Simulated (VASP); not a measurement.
# SiW6 in VASP: notebook

The runs below take SiW6 through single point, with PBE+D3(BJ).

Program: VASP 6.6.1. These are calculated values, not measurements. Logs are shortened: lines on timing, memory, paths and dates and some standing lists are left out, and cuts for length are marked.

## (1) The cell of the first run

The cell holds a slab with vacuum, 7 atoms: a = 4.468 Å, b = 4.468 Å, c = 21.626 Å, α = 90.00°, β = 90.00°, γ = 120.00°.

## (2) Single point, PBE+D3(BJ)

INCAR

```
PREC = Accurate ; ENCUT = 520
EDIFF = 1E-6 ; ISMEAR = 0
SIGMA = 0.1 ; LREAL = F
LASPH = T ; NELM = 100
ALGO = Normal ; ISIF = 2
LWAVE = F ; LCHARG = F
LDIPOL = T ; IDIPOL = 3
DIPOL = 0.5 0.5 0.318 ; GGA = PE
IVDW = 12 ; NBANDS = 53
```

KPOINTS

```
regular mesh
0
Gamma
  6 6 1
```

POSCAR

```
SiW6
1.0
    4.4682526257      0.0000000000      0.0000000000
   -2.2341263128      3.8696202844      0.0000000000
    0.0000000000      0.0000000000     21.6259061357
W Si
6 1
Direct
    0.6666666667      0.3333333333      0.1849633479
    0.3333333333      0.6666666667      0.2271386095
    0.0000000000      0.0000000000      0.2693138710
    0.6666666667      0.3333333333      0.3085097946
    0.3333333333      0.6666666667      0.3483008428
    0.0000000000      0.0000000000      0.3849968683
    0.0000000000      0.4444444444      0.5005989607
```

Potentials or basis: VASP PAW PBE potentials, release 64 (W_sv, Si).

Command:

```
> cat potpaw_PBE.64/W_sv/POTCAR potpaw_PBE.64/Si/POTCAR > POTCAR
> mpirun -np 1 vasp_std > vasp.out
```

OUTCAR:

```text
PREC = Accurate
   ENCUT = 520
   EDIFF = 1E-6
   ISMEAR = 0
   LREAL = F
   LASPH = T
   NELM = 100
   ISIF = 2
   GGA = PE
   IVDW = 12
 IVDW          = 12

 ion  position               nearest neighbor table
   1  0.667  0.333  0.185-   4 2.67   2 2.74   2 2.74   2 2.74   3 3.16   3 3.16   3 3.16
   2  0.333  0.667  0.227-   5 2.62   3 2.74   3 2.74   3 2.74   1 2.74   1 2.74   1 2.74   4 3.12
                             4 3.12   4 3.12
   3  0.000  0.000  0.269-   6 2.50   4 2.72   4 2.72   4 2.72   2 2.74   2 2.74   2 2.74   5 3.09
                             5 3.09   5 3.09   1 3.16   1 3.16   1 3.16
   4  0.667  0.333  0.309-   1 2.67   3 2.72   3 2.72   3 2.72   5 2.72   5 2.72   5 2.72   6 3.06
                             6 3.06   6 3.06   2 3.12   2 3.12   2 3.12
   5  0.333  0.667  0.348-   2 2.62   6 2.70   6 2.70   6 2.70   4 2.72   4 2.72   4 2.72   3 3.09
                             3 3.09   3 3.09
   6  0.000  0.000  0.385-   3 2.50   5 2.70   5 2.70   5 2.70   4 3.06   4 3.06   4 3.06   7 3.19

   7  0.000  0.444  0.501-   6 3.19

  LATTYP: Found a hexagonal cell.
 ALAT       =     4.4682526257
 C/A-ratio  =     4.8399022945

  Lattice vectors:

 A1 = (   4.4682526257,   0.0000000000,   0.0000000000)
 A2 = (  -2.2341263128,   3.8696202844,   0.0000000000)
 A3 = (   0.0000000000,   0.0000000000,  21.6259061357)

Analysis of symmetry for initial positions (statically):
=====================================================================
 Subroutine PRICEL returns:
 Original cell was already a primitive cell.

 Routine SETGRP: Setting up the symmetry group for a
 hexagonal supercell.

 Subroutine GETGRP returns: Found  1 space group operations
 (whereof  1 operations were pure point group operations)
 out of a pool of 24 trial point group operations.

The static configuration has the point symmetry C_1 .

Analysis of symmetry for dynamics (positions and initial velocities):
=====================================================================
 Subroutine PRICEL returns:
 Original cell was already a primitive cell.

 Routine SETGRP: Setting up the symmetry group for a
 hexagonal supercell.

 Subroutine GETGRP returns: Found  1 space group operations
 (whereof  1 operations were pure point group operations)
 out of a pool of 24 trial point group operations.

The dynamic configuration has the point symmetry C_1 .

 Subroutine INISYM returns: Found  1 space group operations
 (whereof  1 operations are pure point group operations),
 and found     1 'primitive' translations

----------------------------------------------------------------------------------------

                                     Primitive cell

  volume of cell :     373.9215

  direct lattice vectors                    reciprocal lattice vectors
     4.468252626  0.000000000  0.000000000     0.223801133  0.129211644  0.000000000
    -2.234126313  3.869620284  0.000000000     0.000000000  0.258423289  0.000000000
     0.000000000  0.000000000 21.625906136     0.000000000  0.000000000  0.046240837

  length of vectors
     4.468252626  4.468252626 21.625906136     0.258423289  0.258423289  0.046240837

  position of ions in fractional coordinates (direct lattice)
     0.666666667  0.333333333  0.184963348
     0.333333333  0.666666667  0.227138610
     0.000000000  0.000000000  0.269313871
     0.666666667  0.333333333  0.308509795
     0.333333333  0.666666667  0.348300843
     0.000000000  0.000000000  0.384996868
     0.000000000  0.444444444  0.500598961

  ion indices of the primitive-cell ions
   primitive index   ion index
                 1           1
                 2           2
                 3           3
                 4           4
                 5           5
                 6           6
                 7           7

----------------------------------------------------------------------------------------

 KPOINTS: regular mesh

Automatic generation of k-mesh.
 Grid dimensions read from file:
 generate k-points for:    6    6    1

 Generating k-lattice:

  Cartesian coordinates                     Fractional coordinates (reciprocal lattice)
     0.037300189  0.021535274  0.000000000     0.166666667  0.000000000  0.000000000
     0.000000000  0.043070548  0.000000000     0.000000000  0.166666667  0.000000000
     0.000000000  0.000000000  0.046240837     0.000000000  0.000000000  1.000000000

  Length of vectors
     0.043070548  0.043070548  0.046240837

  Shift w.r.t. Gamma in fractional coordinates (k-lattice)
     0.000000000  0.000000000  0.000000000

 Subroutine IBZKPT returns following result:
 ===========================================

 Found     20 irreducible k-points:

 Following reciprocal coordinates:
            Coordinates               Weight
  0.000000  0.000000  0.000000      1.000000
  0.166667 -0.000000  0.000000      2.000000
  0.000000  0.166667  0.000000      2.000000
 -0.166667  0.166667  0.000000      2.000000
  0.333333 -0.000000  0.000000      2.000000
  0.000000  0.333333  0.000000      2.000000
[... 12 lines left out ...]
  0.500000 -0.166667  0.000000      2.000000
  0.333333  0.333333  0.000000      2.000000
   k-points           NKPTS =     20   k-points in BZ     NKDIM =     20   number of bands    NBANDS=     53
   number of dos      NEDOS =    301   number of ions     NIONS =      7
   total plane-waves  NPLWV = 209952
   dimension x,y,z NGX =    36 NGY =   36 NGZ =  162
   dimension x,y,z NGXF=    72 NGYF=   72 NGZF=  324
   ions per type =               6   1
   NGX,Y,Z   is equivalent  to a cutoff of  13.39, 13.39, 12.45 a.u.
   NGXF,Y,Z  is equivalent  to a cutoff of  26.79, 26.79, 24.91 a.u.
 SYSTEM =  unknown system
   PREC   = accura    normal or accurate (medium, high low for compatibility)
   ISTART =      0    job   : 0-new  1-cont  2-samecut
   ICHARG =      2    charge: 1-file 2-atom 10-const
   ISPIN  =      1    spin polarized calculation?
   LNONCOLLINEAR =      F non collinear calculations
   LSORBIT =      F    spin-orbit coupling
   LASPH  =      T    aspherical Exc in radial PAW
   ENCUT  =  520.0 eV  38.22 Ry    6.18 a.u.   8.31  8.31 40.21*2*pi/ulx,y,z
   NELM   =    100;   NELMIN=  2; NELMDL= -5     # of ELM steps
   EDIFF  = 0.1E-05   stopping-criterion for ELM
   LREAL  =      F    real-space projection
   EDIFFG = 0.1E-04   stopping-criterion for IOM
   NSW    =      0    number of steps for IOM
   IBRION =     -1    ionic relax: 0-MD 1-quasi-New 2-CG
   NFREE  =      0    steps in history (QN), initial steepest desc. (CG)
   ISIF   =      2    stress and relaxation
   ISYM   =      2    0-nonsym 1-usesym 2-fastsym
   POTIM  = 0.5000    time-step for ionic-motion
   TEBEG  =    0.0;   TEEND  =   0.0 temperature during run
   PSTRESS=    0.0 pullay stress
   NELECT =      88.0000    total number of electrons
   NUPDOWN=      -1.0000    fix difference up-down
   EMIN   =  10.00;   EMAX   =-10.00  energy-range for DOS
   EFERMI =   0.00;   METHOD = LEGACY
   ISMEAR =     0;   SIGMA  =   0.10  broadening in eV -4-tet -1-fermi 0-gaus
   EFERMI_NEDOS =   21; number of points for ismear=-14 and -15
   IALGO  =     38    algorithm
   IMIX   =      4    mixing-type and parameters
     AMIX     =   0.40;   BMIX     =  1.00
     AMIX_MAG =   1.60;   BMIX_MAG =  1.00
  volume/ion in A,a.u.               =      53.42       360.48
  Fermi-wavevector in a.u.,A,eV,Ry     =   1.010747  1.910034 13.899828  1.021609
  Thomas-Fermi vector in A             =   2.143754
   LORBIT       =      0    0 simple, 1 ext, 2 COOP (PROOUT), +10 PAW based schemes
   GGA     = PE    functional components
   LHFCALC =     F    Hartree Fock is set to
   AEXX    =    0.0000 exact exchange contribution
   IVDW    =    12    specifies the selected vdW correction
   LEPSILON=     F    determine dielectric tensor
   LRPA    =     F    only Hartree local field effects (RPA)
 non-spin polarized calculation
 Gauss-broadening in eV      SIGMA  =   0.10
  energy-cutoff  :      520.00
  volume of cell :      373.92
 maximum number of plane-waves:     10113
 NGX is ok and might be reduce to    36
   NGX = 17   NGY = 17   NGZ = 81

 dipolmoment           0.000000      0.000000     -0.286087 electrons x Angstroem

 number of electron      88.0000001 magnetization

 dipolmoment           0.000000      0.000000      0.061923 electrons x Angstroem

 Free energy of the ion-electron system (eV)
  ---------------------------------------------------
  ext. energy  EPLUGINS =         0.00000000
  ---------------------------------------------------
  free energy    TOTEN  =       -73.17667425 eV

  energy without entropy =      -73.13838941  energy(sigma->0) =      -73.15753183

 E-fermi :   0.3177     XC(G=0):  -5.3138

 val. band max:        0.3161213408   @ k =   0.1667   0.1667   0.0000
 cond. band min:       0.3357396098   @ k =   0.3333   0.1667   0.0000
 fundamental gap:      0.0196182690
 Fermi energy:         0.3177445882

 k-point     1 :       0.0000    0.0000    0.0000
  band No.  band energies     occupation
      1     -73.6902      2.00000
      2     -73.5663      2.00000
      3     -73.5630      2.00000
      4     -73.4765      2.00000
      5     -73.3865      2.00000
      6     -73.3165      2.00000
[... 45 lines left out ...]
     52       2.7895      0.00000
     53       2.9628      0.00000

 k-point     2 :       0.1667   -0.0000    0.0000
  band No.  band energies     occupation
      1     -73.6816      2.00000
      2     -73.5713      2.00000
      3     -73.5612      2.00000
      4     -73.4723      2.00000
      5     -73.3927      2.00000
      6     -73.3203      2.00000
[... 45 lines left out ...]
     52       2.6681      0.00000
     53       2.9772      0.00000
[... 950 lines left out ...]
     52       2.2546      0.00000
     53       2.4089      0.00000

 k-point    20 :       0.3333    0.3333    0.0000
  band No.  band energies     occupation
      1     -73.6416      2.00000
      2     -73.5964      2.00000
      3     -73.5549      2.00000
      4     -73.4427      2.00000
      5     -73.4302      2.00000
      6     -73.3344      2.00000
[... 45 lines left out ...]
     52       1.7976      0.00000
     53       2.3044      0.00000

------------------------ aborting loop because EDIFF is reached ----------------------------------------

 vacuum level on the upper side and lower side of the slab       (xc-potential included)         0.115        -0.517

 Edisp (eV)   -2.87259

 E8    (eV) :    -1.5067

  FORCE on cell =-STRESS in cart. coord.  units (eV):
  Direction    XX          YY          ZZ          XY          YZ          ZX
  --------------------------------------------------------------------------------------
  -------------------------------------------------------------------------------------
  Total      -8.13286    -8.51573    -8.15927     0.13280     0.13914     0.79556
  in kB     -34.84763   -36.48819   -34.96080     0.56903     0.59620     3.40880
  external pressure =      -35.43 kB  Pullay stress =        0.00 kB

 VOLUME and BASIS-vectors are now :
 -----------------------------------------------------------------------------
  energy-cutoff  :      520.00
  volume of cell :      373.92
      direct lattice vectors                 reciprocal lattice vectors
     4.468252626  0.000000000  0.000000000     0.223801133  0.129211644  0.000000000
    -2.234126313  3.869620284  0.000000000     0.000000000  0.258423289  0.000000000
     0.000000000  0.000000000 21.625906136     0.000000000  0.000000000  0.046240837

 POSITION                                       TOTAL-FORCE (eV/Angst)
 -----------------------------------------------------------------------------------
      2.23413      1.28987      4.00000         0.122265      0.087630      2.075415
     -0.00000      2.57975      4.91208        -0.036703     -0.064401     -0.779784
      0.00000      0.00000      5.82416        -0.098469      0.026716     -1.755766
      2.23413      1.28987      6.67180        -0.161545     -0.184874     -0.137978
     -0.00000      2.57975      7.53232        -0.080905     -0.182494      1.132261
      0.00000      0.00000      8.32591         0.006759      0.351616      1.653903
     -0.99295      1.71983     10.82591         0.248598     -0.034194     -2.188051
 -----------------------------------------------------------------------------------
    total drift:                                0.000009     -0.000006     -0.000674

  FREE ENERGIE OF THE ION-ELECTRON SYSTEM (eV)
  ---------------------------------------------------
  free  energy   TOTEN  =       -76.0492673329 eV

  energy  without entropy=      -76.0109824944  energy(sigma->0) =      -76.03012491

 vacuum level on the upper side and lower side of the slab         4.738         4.099
```

Run time: 8 min. Hardware: 1 thread of Intel Xeon 6975P-C (Granite Rapids), shared host; peak memory 0.64 GiB.

What came out:

* Free energy: -76.0493 eV
* Largest force: 2.202 eV/Å
* Band gap on the k mesh: zero (bands 44 and 45 overlap by 0.17 eV)
* Dispersion energy per atom: -0.410 eV

Forces on the atoms (eV/Å):
```
W    0.122  0.088  2.075
W   -0.037 -0.064 -0.780
W   -0.098  0.027 -1.756
W   -0.162 -0.185 -0.138
W   -0.081 -0.182  1.132
W    0.007  0.352  1.654
Si   0.249 -0.034 -2.188
```

Caveat: spin-orbit coupling is left out, which moves the levels of the heavy elements.

[end of part 1 of 2]
